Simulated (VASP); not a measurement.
# MoS (Pm-3m) in VASP: further runs

Runs on MoS. Level: r2SCAN+U. Tasks: single point.

All numbers are computed with VASP 6.6.1; they aren't measurements. Logs are shortened: lines on timing, memory, paths and dates and some standing lists are left out, and cuts for length are marked.

## (1) The cell of the first run

Symmetry: Pm-3m, No. 221, cubic system. The conventional cell has a = 3.393 Å, b = 3.393 Å, c = 3.393 Å, α = 90.00°, β = 90.00°, γ = 90.00°. Mo (site symmetry m-3m) has 8 S at 2.94 Å and 6 Mo at 3.39 Å within 3.9 Å. Within 3.9 Å of S (site symmetry m-3m) lie 8 Mo at 2.94 Å and 6 S at 3.39 Å.

## (2) Single point, r2SCAN+U, collinear spin, ferromagnetic start

Contents of POSCAR:

```
MoS
1.0
    3.3928908462      0.0000000000      0.0000000000
    0.0000000000      3.3928908462      0.0000000000
    0.0000000000      0.0000000000      3.3928908462
Mo S
1 1
Direct
    0.0000000000      0.0000000000      0.0000000000
    0.5000000000      0.5000000000      0.5000000000
```

Contents of INCAR.step1:

```
PREC = Accurate
ENCUT = 520
ISMEAR = 0
SIGMA = 0.1
LREAL = False
LASPH = True
NELM = 150
ISPIN = 2
MAGMOM = 3.5 0
LMAXMIX = 4
LDAU = True
LDAUTYPE = 2
LDAUL = 2 -1
LDAUU = 4.38 0
LDAUJ = 0 0
NBANDS = 21
GGA = PE
ALGO = Normal
EDIFF = 1E-4
LWAVE = True
LCHARG = False
```

Contents of INCAR.step2:

```
PREC = Accurate
ENCUT = 520
EDIFF = 1E-6
ISMEAR = 0
SIGMA = 0.1
LREAL = False
LASPH = True
NELM = 150
ALGO = Normal
ISIF = 2
LWAVE = False
LCHARG = False
ISPIN = 2
MAGMOM = 3.5 0
LORBIT = 11
LMAXMIX = 4
LDAU = True
LDAUTYPE = 2
LDAUL = 2 -1
LDAUU = 4.38 0
LDAUJ = 0 0
LDAUPRINT = 1
METAGGA = R2SCAN
LMIXTAU = True
NBANDS = 21
ISTART = 1
```

Contents of KPOINTS:

```
regular mesh
0
Gamma
  12 12 12
```

Potentials or basis: VASP PAW PBE potentials, release 64 (Mo_sv, S).

Run with:

```
> cat potpaw_PBE.64/Mo_sv/POTCAR potpaw_PBE.64/S/POTCAR > POTCAR
> cp INCAR.step1 INCAR
> mpirun -np 1 vasp_std > vasp.out
> cp INCAR.step2 INCAR
> mpirun -np 1 vasp_std > vasp.out
```

OUTCAR:

```text
PREC = Accurate
   ENCUT = 520
   EDIFF = 1E-6
   ISMEAR = 0
   LREAL = False
   LASPH = True
   NELM = 150
   ISIF = 2
   ISPIN = 2
   LORBIT = 11
   METAGGA = R2SCAN
   ISTART = 1

 ion  position               nearest neighbor table
   1  0.000  0.000  0.000-   2 2.94   2 2.94   2 2.94   2 2.94   2 2.94   2 2.94   2 2.94   2 2.94

   2  0.500  0.500  0.500-   1 2.94   1 2.94   1 2.94   1 2.94   1 2.94   1 2.94   1 2.94   1 2.94

  LATTYP: Found a simple cubic cell.
 ALAT       =     3.3928908462

  Lattice vectors:

 A1 = (   3.3928908462,   0.0000000000,   0.0000000000)
 A2 = (   0.0000000000,   3.3928908462,   0.0000000000)
 A3 = (   0.0000000000,   0.0000000000,   3.3928908462)

Analysis of symmetry for initial positions (statically):
=====================================================================
 Subroutine PRICEL returns:
 Original cell was already a primitive cell.

 Routine SETGRP: Setting up the symmetry group for a
 simple cubic supercell.

 Subroutine GETGRP returns: Found 48 space group operations
 (whereof 48 operations were pure point group operations)
 out of a pool of 48 trial point group operations.

The static configuration has the point symmetry O_h .

Analysis of symmetry for dynamics (positions and initial velocities):
=====================================================================
 Subroutine PRICEL returns:
 Original cell was already a primitive cell.

 Routine SETGRP: Setting up the symmetry group for a
 simple cubic supercell.

 Subroutine GETGRP returns: Found 48 space group operations
 (whereof 48 operations were pure point group operations)
 out of a pool of 48 trial point group operations.

The dynamic configuration has the point symmetry O_h .

Analysis of structural, dynamic, and magnetic symmetry:
=====================================================================
 Subroutine PRICEL returns:
 Original cell was already a primitive cell.

 Routine SETGRP: Setting up the symmetry group for a
 simple cubic supercell.

 Subroutine GETGRP returns: Found 48 space group operations
 (whereof 48 operations were pure point group operations)
 out of a pool of 48 trial point group operations.

The overall configuration has the point symmetry O_h .

 Subroutine INISYM returns: Found 48 space group operations
 (whereof 48 operations are pure point group operations),
 and found     1 'primitive' translations

----------------------------------------------------------------------------------------

                                     Primitive cell

  volume of cell :      39.0580

  direct lattice vectors                    reciprocal lattice vectors
     3.392890846  0.000000000  0.000000000     0.294733914  0.000000000  0.000000000
     0.000000000  3.392890846  0.000000000     0.000000000  0.294733914  0.000000000
     0.000000000  0.000000000  3.392890846     0.000000000  0.000000000  0.294733914

  length of vectors
     3.392890846  3.392890846  3.392890846     0.294733914  0.294733914  0.294733914

  position of ions in fractional coordinates (direct lattice)
     0.000000000  0.000000000  0.000000000
     0.500000000  0.500000000  0.500000000

  ion indices of the primitive-cell ions
   primitive index   ion index
                 1           1
                 2           2

----------------------------------------------------------------------------------------

 KPOINTS: regular mesh

Automatic generation of k-mesh.
 Grid dimensions read from file:
 generate k-points for:   12   12   12

 Generating k-lattice:

  Cartesian coordinates                     Fractional coordinates (reciprocal lattice)
[... 58 lines left out ...]
   ENCUT  =  520.0 eV  38.22 Ry    6.18 a.u.   6.31  6.31  6.31*2*pi/ulx,y,z
   NELM   =    150;   NELMIN=  2; NELMDL=  0     # of ELM steps
   EDIFF  = 0.1E-05   stopping-criterion for ELM
   LREAL  =      F    real-space projection
   EDIFFG = 0.1E-04   stopping-criterion for IOM
   NSW    =      0    number of steps for IOM
   IBRION =     -1    ionic relax: 0-MD 1-quasi-New 2-CG
[... 50 lines left out ...]
  o =  0.0410  v =  0.0000  0.0000  0.0000  0.0000  0.0000  0.0991  0.0035 -0.0000  0.9951 -0.0000      0.0000  0.0000  0.0000  0.0000  0.0000  0.0000  0.0000  0.0000  0.0000  0.0000
  o =  0.0410  v =  0.0000  0.0000  0.0000  0.0000  0.0000  0.9564  0.2756  0.0000 -0.0963  0.0000      0.0000  0.0000  0.0000  0.0000  0.0000  0.0000  0.0000  0.0000  0.0000  0.0000
  o =  0.0410  v =  0.0000  0.0000  0.0000  0.0000  0.0000  0.2746 -0.9613  0.0000 -0.0240 -0.0000      0.0000  0.0000  0.0000  0.0000  0.0000  0.0000  0.0000  0.0000  0.0000  0.0000
  o =  0.7165  v =  1.0000  0.0000  0.0000  0.0000  0.0000  0.0000  0.0000  0.0000  0.0000  0.0000      0.0000  0.0000  0.0000  0.0000  0.0000  0.0000  0.0000  0.0000  0.0000  0.0000
  o =  0.7165  v =  0.0000 -0.5901 -0.0000  0.8073  0.0000  0.0000  0.0000  0.0000  0.0000  0.0000      0.0000  0.0000  0.0000  0.0000  0.0000  0.0000  0.0000  0.0000  0.0000  0.0000
  o =  0.7165  v =  0.0000 -0.8073  0.0000 -0.5901  0.0000  0.0000  0.0000  0.0000  0.0000  0.0000      0.0000  0.0000  0.0000  0.0000  0.0000  0.0000  0.0000  0.0000  0.0000  0.0000
  o =  0.8439  v =  0.0000  0.0000  1.0000  0.0000 -0.0096  0.0000  0.0000  0.0000  0.0000  0.0000      0.0000  0.0000  0.0000  0.0000  0.0000  0.0000  0.0000  0.0000  0.0000  0.0000
  o =  0.8439  v =  0.0000  0.0000  0.0096 -0.0000  1.0000  0.0000  0.0000  0.0000  0.0000  0.0000      0.0000  0.0000  0.0000  0.0000  0.0000  0.0000  0.0000  0.0000  0.0000  0.0000

 number of electron      19.9999998 magnetization       4.0000343

 Free energy of the ion-electron system (eV)
  ---------------------------------------------------
  ext. energy  EPLUGINS =         0.00000000
  ---------------------------------------------------
  free energy    TOTEN  =       -30.19780076 eV

  energy without entropy =      -30.19574959  energy(sigma->0) =      -30.19677518

 E-fermi :   7.9889     XC(G=0): -11.4857

 val. band max:        7.9877546528   @ k =   0.3333   0.0833   0.0833
 cond. band min:       7.9998961279   @ k =   0.4167   0.3333   0.3333
 fundamental gap:      0.0121414750
 Fermi energy:         7.9889231984

 spin component 1

 k-point     1 :       0.0000    0.0000    0.0000
  band No.  band energies     occupation
      1     -55.9046      1.00000
      2     -29.4476      1.00000
      3     -29.4476      1.00000
      4     -29.4476      1.00000
      5      -6.8477      1.00000
      6       3.1901      1.00000
[... 1145 lines left out ...]
     20      22.7727      0.00000
     21      25.8892      0.00000

 [... further k-points ...]
[... 5 lines left out ...]
  --------------------------------------------------------------------------------------
  -------------------------------------------------------------------------------------
  Total       -0.6894084     -0.6894084     -0.6894084      0.0000000     -0.0000000     -0.0000000
  in kB      -28.2798754    -28.2798754    -28.2798754      0.0000000     -0.0000000     -0.0000000
  external PRESSURE =     -28.2798754 kB  Pullay stress =       0.0000000 kB

 VOLUME and BASIS-vectors are now :
 -----------------------------------------------------------------------------
  energy-cutoff  :      520.00
  volume of cell :       39.06
      direct lattice vectors                 reciprocal lattice vectors
     3.392890846  0.000000000  0.000000000     0.294733914  0.000000000  0.000000000
     0.000000000  3.392890846  0.000000000     0.000000000  0.294733914  0.000000000
     0.000000000  0.000000000  3.392890846     0.000000000  0.000000000  0.294733914

 POSITION                                       TOTAL-FORCE (eV/Angst)
 -----------------------------------------------------------------------------------
      0.00000      0.00000      0.00000         0.000000      0.000000      0.000000
      1.69645      1.69645      1.69645         0.000000      0.000000      0.000000
 -----------------------------------------------------------------------------------
    total drift:                               -0.000000      0.000000      0.000000

  FREE ENERGIE OF THE ION-ELECTRON SYSTEM (eV)
  ---------------------------------------------------
  free  energy   TOTEN  =       -30.1978007564 eV

  energy  without entropy=      -30.1957495938  energy(sigma->0) =      -30.19677518

 total charge

# of ion       s       p       d       tot
------------------------------------------
    1        2.146   6.043   3.943  12.133
    2        1.354   2.319   0.000   3.673
--------------------------------------------------
tot          3.500   8.363   3.943  15.806

 magnetization (x)

# of ion       s       p       d       tot
------------------------------------------
    1        0.062   0.040   3.670   3.772
    2        0.026  -0.262   0.000  -0.237
--------------------------------------------------
tot          0.087  -0.222   3.670   3.535
```

It took 5.6 min on 1 thread of Intel Xeon Platinum 8375C at 2.90GHz (Ice Lake), shared host; peak memory 0.25 GiB.

What came out:

```
Free energy                                           : -30.1978 eV
Pressure                                              : -2.8 GPa
Band gap on the k mesh                                : zero (filled and empty bands overlap)
Net moment                                            : 4.00 μB per cell
Site moments                                          : Mo +3.77; S -0.24 μB
Valence electrons inside the program's atomic spheres : Mo 12.13; S 3.67
```

Eigenvalues of the final occupation matrices:
| site | spin | trace | eigenvalues |
| --- | --- | --- | --- |
| site 1 d | 1 | 3.84 | 0.72 0.72 0.72 0.84 0.84 |
| site 1 d | 2 | 0.14 | 0.01 0.01 0.04 0.04 0.04 |

Caveat: the PAW data sets were made with another functional, which shifts forces and pressure a little. The state reached can hang on the start; a lower one may exist.

## (3) Single point, r2SCAN+U, collinear spin, ferromagnetic start

POSCAR is that of step 2.

Contents of INCAR.step1:

```
PREC     = Accurate       # precision mode
ENCUT    = 520            # plane-wave cutoff, eV
ISMEAR   = 0              # smearing method
SIGMA    = 0.1            # smearing width, eV
LREAL    = False          # projectors in reciprocal space
LASPH    = True           # aspherical terms in the spheres
NELM     = 150            # most SCF steps
ISPIN    = 2              # spin polarisation
MAGMOM   = 0.5 0          # initial moments
LMAXMIX  = 4              # l up to which the mixer works
LDAU     = True           # DFT+U
LDAUTYPE = 2            
LDAUL    = 2 -1           # shell
LDAUU    = 4.38 0         # U, eV
LDAUJ    = 0 0          
NBANDS   = 21             # bands
GGA      = PE             # functional
ALGO     = Normal         # electronic algorithm
EDIFF    = 1E-4           # SCF threshold, eV
LWAVE    = True           # write WAVECAR
LCHARG   = False          # write CHGCAR
```

Contents of INCAR.step2:

```
PREC     = Accurate       # precision mode
ENCUT    = 520            # plane-wave cutoff, eV
EDIFF    = 1E-6           # SCF threshold, eV
ISMEAR   = 0              # smearing method
SIGMA    = 0.1            # smearing width, eV
LREAL    = False          # projectors in reciprocal space
LASPH    = True           # aspherical terms in the spheres
NELM     = 150            # most SCF steps
ALGO     = Normal         # electronic algorithm
ISIF     = 2              # what is computed and relaxed
LWAVE    = False          # write WAVECAR
LCHARG   = False          # write CHGCAR
ISPIN    = 2              # spin polarisation
MAGMOM   = 0.5 0          # initial moments
LORBIT   = 11             # projections on sites
LMAXMIX  = 4              # l up to which the mixer works
LDAU     = True           # DFT+U
LDAUTYPE = 2            
LDAUL    = 2 -1           # shell
LDAUU    = 4.38 0         # U, eV
LDAUJ    = 0 0          
LDAUPRINT= 1            
METAGGA  = R2SCAN         # meta-GGA
LMIXTAU  = True         
NBANDS   = 21             # bands
ISTART   = 1
```

KPOINTS is that of step 2.

Potentials or basis: VASP PAW PBE potentials, release 64 (Mo_sv, S).

Run with:

```
> cat potpaw_PBE.64/Mo_sv/POTCAR potpaw_PBE.64/S/POTCAR > POTCAR
> cp INCAR.step1 INCAR
> mpirun -np 1 vasp_std > vasp.out
> cp INCAR.step2 INCAR
> mpirun -np 1 vasp_std > vasp.out
```

Wall time 16 min (1 thread of Intel Xeon Platinum 8375C at 2.90GHz (Ice Lake), shared host); peak memory 0.25 GiB.

The run converged. Its results:

```yaml
Free_energy: -30.1978 eV
Pressure: -2.8 GPa
Band_gap_on_the_k_mesh: zero (filled and empty bands overlap)
Net_moment: 4.00 μB per cell
Site_moments: Mo +3.77; S -0.24 μB
Valence_electrons_inside_the_program's_atomic_spheres: Mo 12.13; S 3.67
```

Levels at points of the mesh, in eV from the Fermi level:
Spin up:
```tsv
k point	band 9	band 10	band 11	band 12	band 13	band 14	band 15	band 16
(0.00, 0.00, 0.00)	-2.10	-2.10	-1.54	-1.54	-1.54	0.68	8.37	8.37
(0.50, 0.00, 0.00)	-4.03	-1.36	-1.35	1.32	1.32	4.30	6.30	6.76
(0.50, 0.50, 0.00)	-2.45	-2.45	-1.95	-1.40	-1.11	2.49	8.69	8.69
(0.50, 0.50, 0.50)	-1.34	-1.34	1.49	1.49	1.49	2.70	2.70	2.70
```
Spin down:
```csv
k point,band 5,band 6,band 7,band 8,band 9,band 10,band 11,band 12
"(0.00, 0.00, 0.00)",-15.05,-2.33,-2.33,-2.33,1.01,1.01,2.88,4.72
"(0.50, 0.00, 0.00)",-14.11,-6.58,-2.46,-2.46,2.35,5.19,5.46,5.60
"(0.50, 0.50, 0.00)",-13.64,-5.18,-5.18,-1.47,0.58,3.13,3.13,3.16
"(0.50, 0.50, 0.50)",-12.87,-5.31,-5.31,-5.31,4.09,4.09,4.09,6.30
```

Eigenvalues of the final occupation matrices:
| site | spin | trace | eigenvalues |
| --- | --- | --- | --- |
| site 1 d | 1 | 3.84 | 0.72 0.72 0.72 0.84 0.84 |
| site 1 d | 2 | 0.14 | 0.01 0.01 0.04 0.04 0.04 |

Caveat: the PAW data sets were made with another functional, which shifts forces and pressure a little. The state reached can hang on the start; a lower one may exist.

## (4) Single point, r2SCAN+U, collinear spin, ferromagnetic start

This run uses another cell than the first one, of 23.04 Å³/atom, 1.180 times its volume.

Contents of POSCAR:

```
MoS
1.0
    3.5853417400      0.0000000000      0.0000000000
    0.0000000000      3.5853417400      0.0000000000
    0.0000000000      0.0000000000      3.5853417400
Mo S
1 1
Direct
    0.0000000000      0.0000000000      0.0000000000
    0.5000000000      0.5000000000      0.5000000000
```

Contents of INCAR.step1:

```
SYSTEM = MoS
PREC     = Accurate       ! precision mode
ENCUT    = 520            ! plane-wave cutoff, eV
ISMEAR   = 0              ! smearing method
SIGMA    = 0.1            ! smearing width, eV
LREAL    = .FALSE.        ! projectors in reciprocal space
LASPH    = .TRUE.         ! aspherical terms in the spheres
NELM     = 150            ! most SCF steps
ISPIN    = 2              ! spin polarisation
MAGMOM   = 2 0            ! initial moments
LMAXMIX  = 4              ! l up to which the mixer works
LDAU     = .TRUE.         ! DFT+U
LDAUTYPE = 2            
LDAUL    = 2 -1           ! shell
LDAUU    = 4.38 0         ! U, eV
LDAUJ    = 0 0          
NBANDS   = 21             ! bands
GGA      = PE             ! functional
ALGO     = Normal         ! electronic algorithm
EDIFF    = 1E-4           ! SCF threshold, eV
LWAVE    = .TRUE.         ! write WAVECAR
LCHARG   = .FALSE.        ! write CHGCAR
```

Contents of INCAR.step2:

```
SYSTEM = MoS
PREC     = Accurate       ! precision mode
ENCUT    = 520            ! plane-wave cutoff, eV
EDIFF    = 1E-7           ! SCF threshold, eV
ISMEAR   = 0              ! smearing method
SIGMA    = 0.1            ! smearing width, eV
LREAL    = .FALSE.        ! projectors in reciprocal space
LASPH    = .TRUE.         ! aspherical terms in the spheres
NELM     = 150            ! most SCF steps
ALGO     = Normal         ! electronic algorithm
ISIF     = 2              ! what is computed and relaxed
LWAVE    = .FALSE.        ! write WAVECAR
LCHARG   = .FALSE.        ! write CHGCAR
ISPIN    = 2              ! spin polarisation
MAGMOM   = 2 0            ! initial moments
LORBIT   = 11             ! projections on sites
LMAXMIX  = 4              ! l up to which the mixer works
LDAU     = .TRUE.         ! DFT+U
LDAUTYPE = 2            
LDAUL    = 2 -1           ! shell
LDAUU    = 4.38 0         ! U, eV
LDAUJ    = 0 0          
LDAUPRINT= 1            
METAGGA  = R2SCAN         ! meta-GGA
LMIXTAU  = .TRUE.       
NBANDS   = 21             ! bands
ISTART   = 1
```

Contents of KPOINTS:

```
Automatic mesh
0
G
  12 12 12
  0 0 0
```

Run with:

```
> cat potpaw_PBE.64/Mo_sv/POTCAR potpaw_PBE.64/S/POTCAR > POTCAR
> cp INCAR.step1 INCAR
> mpirun -np 1 vasp_std > vasp.out
> cp INCAR.step2 INCAR
> mpirun -np 1 vasp_std > vasp.out
```

Wall time 7.1 min (1 thread of Intel Xeon Platinum 8375C at 2.90GHz (Ice Lake), shared host); peak memory 0.27 GiB.

It converged, with:

| Item | Value |
| --- | --- |
| Free energy | -29.8568 eV |
| Pressure | -11.2 GPa |
| Band gap on the k mesh | zero (filled and empty bands overlap) |
| Net moment | 4.00 μB per cell |
| Site moments | Mo +3.85; S -0.31 μB |
| Valence electrons inside the program's atomic spheres | Mo 12.07; S 3.62 |

Levels at points of the mesh, in eV from the Fermi level:
Spin up:
```csv
k point,band 9,band 10,band 11,band 12,band 13,band 14,band 15,band 16
"(0.00, 0.00, 0.00)",-1.51,-1.51,-1.33,-1.33,-1.33,0.12,8.39,8.39
"(0.50, 0.00, 0.00)",-3.19,-1.32,-1.21,1.04,1.04,3.94,5.65,7.04
"(0.50, 0.50, 0.00)",-1.97,-1.97,-1.81,-1.42,-0.70,2.22,7.98,7.98
"(0.50, 0.50, 0.50)",-1.38,-1.38,1.11,1.11,1.11,3.07,3.07,3.07
```
Spin down:
```tsv
k point	band 6	band 7	band 8	band 9	band 10	band 11
(0.00, 0.00, 0.00)	-1.92	-1.92	-1.92	2.04	2.04	2.25
(0.50, 0.00, 0.00)	-5.32	-1.92	-1.92	3.13	5.17	5.45
(0.50, 0.50, 0.00)	-4.21	-4.21	-1.24	1.40	3.56	3.86
(0.50, 0.50, 0.50)	-4.16	-4.16	-4.16	4.42	4.42	4.42
```

Eigenvalues of the final occupation matrices:
```tsv
site	spin	trace	eigenvalues
site 1 d	1	3.87	0.72 0.72 0.72 0.85 0.85
site 1 d	2	0.09	0.01 0.01 0.03 0.03 0.03
```

Caveat: the PAW data sets were made with another functional, which shifts forces and pressure a little.
